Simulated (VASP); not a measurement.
# GaP (F-43m) in VASP: notebook

GaP is run at these levels: RPBE, PBE, r2SCAN; tasks: single point.

Everything below comes from runs of VASP 6.6.1. Logs are shortened: lines on timing, memory, paths and dates and some standing lists are left out, and cuts for length are marked.

**Experimental background.**

“Stacking defects in GaP nanowires: Electronic structure and optical properties”, 2018, arxiv:1810.01194 quotes, for a bulk crystal of GaP at 10 K: band gap 2.34 eV (indirect).

The results are compared with them further down.

### 1 The cell of the first run

Symmetry: F-43m, No. 216, cubic system. The conventional cell has a = 5.451 Å, b = 5.451 Å, c = 5.451 Å, α = 90.00°, β = 90.00°, γ = 90.00°. Ga (site symmetry -43m) has 4 P at 2.36 Å within 3.1 Å. Within 3.1 Å of P (site symmetry -43m) lie 4 Ga at 2.36 Å.

### 2 Single point, RPBE

Input file INCAR:

```
PREC = Accurate
ENCUT = 520
EDIFF = 1E-6
ISMEAR = 0
SIGMA = 0.01
LREAL = F
LASPH = T
NELM = 60
ALGO = Normal
ISIF = 2
LWAVE = F
LCHARG = F
GGA = RP
NBANDS = 16
```

Input file KPOINTS:

```
regular mesh
0
Gamma
  8 8 8
```

Input file POSCAR:

```
GaP
1.0
    0.0000000000      2.7252500000      2.7252500000
    2.7252500000      0.0000000000      2.7252500000
    2.7252500000      2.7252500000      0.0000000000
Ga P
1 1
Direct
    0.0000000000      0.0000000000      0.0000000000
    0.2500000000      0.2500000000      0.2500000000
```

Potentials or basis: VASP PAW PBE potentials, release 64 (Ga_d, P).

Run with:

```bash
$ cat potpaw_PBE.64/Ga_d/POTCAR potpaw_PBE.64/P/POTCAR > POTCAR
$ mpirun -np 1 vasp_std > vasp.out
```

OUTCAR:

```text
PREC = Accurate
   ENCUT = 520
   EDIFF = 1E-6
   ISMEAR = 0
   LREAL = F
   LASPH = T
   NELM = 60
   ISIF = 2
   GGA = RP

 ion  position               nearest neighbor table
   1  0.000  0.000  0.000-   2 2.36   2 2.36   2 2.36   2 2.36
   2  0.250  0.250  0.250-   1 2.36   1 2.36   1 2.36   1 2.36

  LATTYP: Found a face centered cubic cell.
 ALAT       =     5.4505000000

  Lattice vectors:

 A1 = (   0.0000000000,   2.7252500000,   2.7252500000)
 A2 = (   2.7252500000,   0.0000000000,   2.7252500000)
 A3 = (   2.7252500000,   2.7252500000,   0.0000000000)

Analysis of symmetry for initial positions (statically):
=====================================================================
 Subroutine PRICEL returns:
 Original cell was already a primitive cell.

 Routine SETGRP: Setting up the symmetry group for a
 face centered cubic supercell.

 Subroutine GETGRP returns: Found 24 space group operations
 (whereof 24 operations were pure point group operations)
 out of a pool of 48 trial point group operations.

The static configuration has the point symmetry T_d .

Analysis of symmetry for dynamics (positions and initial velocities):
=====================================================================
 Subroutine PRICEL returns:
 Original cell was already a primitive cell.

 Routine SETGRP: Setting up the symmetry group for a
 face centered cubic supercell.

 Subroutine GETGRP returns: Found 24 space group operations
 (whereof 24 operations were pure point group operations)
 out of a pool of 48 trial point group operations.

The dynamic configuration has the point symmetry T_d .

 Subroutine INISYM returns: Found 24 space group operations
 (whereof 24 operations are pure point group operations),
 and found     1 'primitive' translations

----------------------------------------------------------------------------------------

                                     Primitive cell

  volume of cell :      40.4808

  direct lattice vectors                    reciprocal lattice vectors
     0.000000000  2.725250000  2.725250000    -0.183469406  0.183469406  0.183469406
     2.725250000  0.000000000  2.725250000     0.183469406 -0.183469406  0.183469406
     2.725250000  2.725250000  0.000000000     0.183469406  0.183469406 -0.183469406

[... 74 lines left out ...]
   PREC   = accura    normal or accurate (medium, high low for compatibility)
   ISTART =      0    job   : 0-new  1-cont  2-samecut
   ICHARG =      2    charge: 1-file 2-atom 10-const
   ISPIN  =      1    spin polarized calculation?
   LNONCOLLINEAR =      F non collinear calculations
   LSORBIT =      F    spin-orbit coupling
   LASPH  =      T    aspherical Exc in radial PAW
   ENCUT  =  520.0 eV  38.22 Ry    6.18 a.u.   7.17  7.17  7.17*2*pi/ulx,y,z
   NELM   =     60;   NELMIN=  2; NELMDL= -5     # of ELM steps
   EDIFF  = 0.1E-05   stopping-criterion for ELM
   LREAL  =      F    real-space projection
   EDIFFG = 0.1E-04   stopping-criterion for IOM
   NSW    =      0    number of steps for IOM
   IBRION =     -1    ionic relax: 0-MD 1-quasi-New 2-CG
   NFREE  =      0    steps in history (QN), initial steepest desc. (CG)
   ISIF   =      2    stress and relaxation
   ISYM   =      2    0-nonsym 1-usesym 2-fastsym
   POTIM  = 0.5000    time-step for ionic-motion
   TEBEG  =    0.0;   TEEND  =   0.0 temperature during run
   PSTRESS=    0.0 pullay stress
   NELECT =      18.0000    total number of electrons
   NUPDOWN=      -1.0000    fix difference up-down
   EMIN   =  10.00;   EMAX   =-10.00  energy-range for DOS
   EFERMI =   0.00;   METHOD = LEGACY
   ISMEAR =     0;   SIGMA  =   0.01  broadening in eV -4-tet -1-fermi 0-gaus
   EFERMI_NEDOS =   21; number of points for ismear=-14 and -15
   IALGO  =     38    algorithm
   IMIX   =      4    mixing-type and parameters
     AMIX     =   0.40;   BMIX     =  1.00
     AMIX_MAG =   1.60;   BMIX_MAG =  1.00
  volume/ion in A,a.u.               =      20.24       136.59
  Fermi-wavevector in a.u.,A,eV,Ry     =   1.249538  2.361284 21.243377  1.561344
  Thomas-Fermi vector in A             =   2.383574
   LORBIT       =      0    0 simple, 1 ext, 2 COOP (PROOUT), +10 PAW based schemes
   GGA     = RP    functional components
   LHFCALC =     F    Hartree Fock is set to
   AEXX    =    0.0000 exact exchange contribution
   IVDW    =     0    specifies the selected vdW correction
   LEPSILON=     F    determine dielectric tensor
   LRPA    =     F    only Hartree local field effects (RPA)
 non-spin polarized calculation
 Gauss-broadening in eV      SIGMA  =   0.01
  energy-cutoff  :      520.00
  volume of cell :       40.48
 maximum number of plane-waves:      1106
 NGX is ok and might be reduce to    30
   NGX = 15   NGY = 15   NGZ = 15

 number of electron      17.9999989 magnetization

 Free energy of the ion-electron system (eV)
  ---------------------------------------------------
  ext. energy  EPLUGINS =         0.00000000
  ---------------------------------------------------
  free energy    TOTEN  =        -8.42920861 eV

  energy without entropy =       -8.42920861  energy(sigma->0) =       -8.42920861

 E-fermi :   4.8324     XC(G=0):  -9.6641

 val. band max:        4.7440315006   @ k =   0.0000   0.0000   0.0000
 cond. band min:       6.4721168673   @ k =   0.3750   0.3750   0.0000
 fundamental gap:      1.7280853667
 Fermi energy:         4.8324333997

 k-point     1 :       0.0000    0.0000    0.0000
  band No.  band energies     occupation
      1      -9.7956      2.00000
      2      -9.7956      2.00000
      3      -9.7956      2.00000
      4      -9.6960      2.00000
      5      -9.6960      2.00000
      6      -7.7175      2.00000
[... 433 lines left out ...]
      3      -9.7528      2.00000
      4      -9.7009      2.00000
      5      -9.6887      2.00000
      6      -5.2584      2.00000
[... 8 lines left out ...]
     15      16.8071      0.00000
     16      17.3056      0.00000

 [... further k-points ...]
[... 5 lines left out ...]
  --------------------------------------------------------------------------------------
  -------------------------------------------------------------------------------------
  Total        1.1221514      1.1221514      1.1221514      0.0000000      0.0000000      0.0000000
  in kB       44.4132949     44.4132949     44.4132949      0.0000000      0.0000000      0.0000000
  external PRESSURE =      44.4132949 kB  Pullay stress =       0.0000000 kB

 VOLUME and BASIS-vectors are now :
 -----------------------------------------------------------------------------
  energy-cutoff  :      520.00
  volume of cell :       40.48
      direct lattice vectors                 reciprocal lattice vectors
     0.000000000  2.725250000  2.725250000    -0.183469406  0.183469406  0.183469406
     2.725250000  0.000000000  2.725250000     0.183469406 -0.183469406  0.183469406
     2.725250000  2.725250000  0.000000000     0.183469406  0.183469406 -0.183469406

 POSITION                                       TOTAL-FORCE (eV/Angst)
 -----------------------------------------------------------------------------------
      0.00000      0.00000      0.00000        -0.000000      0.000000     -0.000000
      1.36262      1.36262      1.36262         0.000000     -0.000000      0.000000
 -----------------------------------------------------------------------------------
    total drift:                                0.000002      0.000002      0.000002

  FREE ENERGIE OF THE ION-ELECTRON SYSTEM (eV)
  ---------------------------------------------------
  free  energy   TOTEN  =        -8.4292086086 eV

  energy  without entropy=       -8.4292086086  energy(sigma->0) =       -8.42920861
```

stdout:

```text
POSCAR found type information on POSCAR GaP
 POSCAR found :  2 types and       2 ions
 scaLAPACK will be used
 -----------------------------------------------------------------------------
|                                                                             |
|                                                                             |
|     You enforced a specific xc type in the INCAR file but a different       |
|     I HOPE YOU KNOW WHAT YOU ARE DOING!                                     |
|                                                                             |
 -----------------------------------------------------------------------------

 LDA part: xc-table for (Slater+PW92), standard interpolation
 POSCAR, INCAR and KPOINTS ok, starting setup
 FFT: planning ... GRIDC
 FFT: planning ... GRID_SOFT
 FFT: planning ... GRID
 WAVECAR not read
 entering main loop
```

Run time: 15 s. Hardware: 1 thread of Intel Xeon Platinum 8375C at 2.90GHz (Ice Lake), shared host; peak memory 0.17 GiB.

What came out:

* Free energy: -8.4292 eV
* Pressure: 4.4 GPa
* Band gap on the k mesh: 1.73 eV, indirect (least direct gap 1.96 eV)

Caveat: the PAW data sets were made with another functional, which shifts forces and pressure a little. A k mesh can miss the band edges.

### 3 Single point, PBE

Input file INCAR:

```
SYSTEM = GaP
  ALGO = Normal
  EDIFF = 1E-7
  ENCUT = 520
  GGA = PE
  ISIF = 2
  ISMEAR = 0
  LASPH = .TRUE.
  LCHARG = .FALSE.
  LREAL = .FALSE.
  LWAVE = .FALSE.
  NBANDS = 16
  NELM = 100
  PREC = Accurate
  SIGMA = 0.01
```

Input file KPOINTS:

```
k-points
0
G
  8 8 8
  0 0 0
```

POSCAR is that of step 2.

Potentials or basis: VASP PAW PBE potentials, release 64 (Ga_d, P).

Run with:

```bash
$ cat potpaw_PBE.64/Ga_d/POTCAR potpaw_PBE.64/P/POTCAR > POTCAR
$ mpirun -np 1 vasp_std > vasp.out
```

Run time: 16 s. Hardware: 1 thread of Intel Xeon Platinum 8375C at 2.90GHz (Ice Lake), shared host; peak memory 0.17 GiB.

The run converged. Its results:

```yaml
Free_energy: -9.1161 eV
Pressure: 2.5 GPa
Band_gap_on_the_k_mesh: 1.64 eV, indirect (least direct gap 1.83 eV)
```

Levels at points of the mesh, in eV from the valence-band top:
```
           k point  band 5  band 6  band 7  band 8  band 9  band 10  band 11  band 12  band 13  band 14
(0.00, 0.00, 0.00)  -14.45  -12.49    0.00    0.00    0.00     1.83     3.89     3.89     3.89     8.81
(0.50, 0.00, 0.00)  -14.44  -10.43   -6.63   -1.12   -1.12     1.67     4.72     4.72     8.29    10.89
(0.50, 0.50, 0.00)  -14.43   -9.53   -6.75   -2.68   -2.68     1.65     1.82    10.60    10.60    11.20
```

### 4 Single point, r2SCAN

POSCAR is that of step 3.

Input file INCAR.step1:

```
SYSTEM = GaP
PREC = Accurate ; ENCUT = 520
ISMEAR = 0 ; SIGMA = 0.01
LREAL = .False. ; LASPH = .True.
NELM = 100 ; NBANDS = 16
GGA = PE ; ALGO = Normal
EDIFF = 1E-4 ; LWAVE = .True.
LCHARG = .False.
```

Input file INCAR.step2:

```
SYSTEM = GaP
PREC = Accurate ; ENCUT = 520
EDIFF = 1E-6 ; ISMEAR = 0
SIGMA = 0.01 ; LREAL = .False.
LASPH = .True. ; NELM = 100
ALGO = Normal ; ISIF = 2
LWAVE = .False. ; LCHARG = .False.
METAGGA = R2SCAN ; LMIXTAU = .True.
NBANDS = 16 ; ISTART = 1
```

Input file KPOINTS:

```
regular mesh
0
Gamma
  8 8 8
  0 0 0
```

Run with:

```bash
$ cat potpaw_PBE.64/Ga_d/POTCAR potpaw_PBE.64/P/POTCAR > POTCAR
$ cp INCAR.step1 INCAR
$ mpirun -np 1 vasp_std > vasp.out
$ cp INCAR.step2 INCAR
$ mpirun -np 1 vasp_std > vasp.out
```

Run time: 60 s. Hardware: 1 thread of Intel Xeon Platinum 8375C at 2.90GHz (Ice Lake), shared host; peak memory 0.18 GiB.

It converged, with:

```yaml
Free_energy: -21.4631 eV
Pressure: 0.0 GPa
Band_gap_on_the_k_mesh: 1.90 eV, indirect (least direct gap 2.34 eV)
```

Levels at points of the mesh, in eV from the valence-band top:
```csv
k point,band 6,band 7,band 8,band 9,band 10,band 11,band 12,band 13
"(0.00, 0.00, 0.00)",-13.02,0.00,0.00,0.00,2.34,4.19,4.19,4.19
"(0.50, 0.00, 0.00)",-10.86,-6.84,-1.17,-1.17,2.04,5.06,5.06,8.83
"(0.50, 0.50, 0.00)",-9.93,-6.96,-2.80,-2.80,1.91,2.10,11.35,11.35
```

Caveat: the PAW data sets were made with another functional, which shifts forces and pressure a little.

### 5 Summary

| level | gap on the mesh (eV) | pressure (GPa) |
| --- | --- | --- |
| RPBE | 1.73 | 4.4 |
| PBE | 1.64 | 2.5 |
| r2SCAN | 1.90 | 0.0 |

Alike in all rows: task single point; potentials or basis VASP PAW PBE potentials, release 64 (Ga_d, P); no spin polarisation; cell as given; k mesh 8 × 8 × 8; cutoff (eV) 520; smearing gaussian 0.01 eV.

On the cell as given the gap runs from 1.64 eV (PBE) to 1.90 eV (r2SCAN). The pressure there spans 0.0 GPa (r2SCAN) to 4.4 GPa (RPBE); a positive pressure means that this level wants a larger cell, a negative one a smaller.

Caveats: the PAW data sets were made with another functional, which shifts forces and pressure a little (some runs).

Total energies depend on the potentials used, so only differences within one code and one set of settings carry meaning.

### 6 How close it comes

Step 3. A measured gap of GaP is 2.34 eV (indirect; 10 K; quoted in “Stacking defects in GaP nanowires: Electronic structure and optical properties”, 2018, arxiv:1810.01194); the calculated 1.64 eV misses it by -0.70 eV. Spin-orbit coupling on Ga is left out. The value is that of PBE on a finite k mesh, which can miss the band edges, without temperature or zero-point motion. Semilocal functionals fall short of measured gaps as a rule.

Step 4. Measured gap of GaP: 2.34 eV (indirect; 10 K; quoted in “Stacking defects in GaP nanowires: Electronic structure and optical properties”, 2018, arxiv:1810.01194). This calculation gives 1.90 eV (-0.44 eV). Spin-orbit coupling on Ga is left out. The value is that of r2SCAN on a finite k mesh, which can miss the band edges, without temperature or zero-point motion.
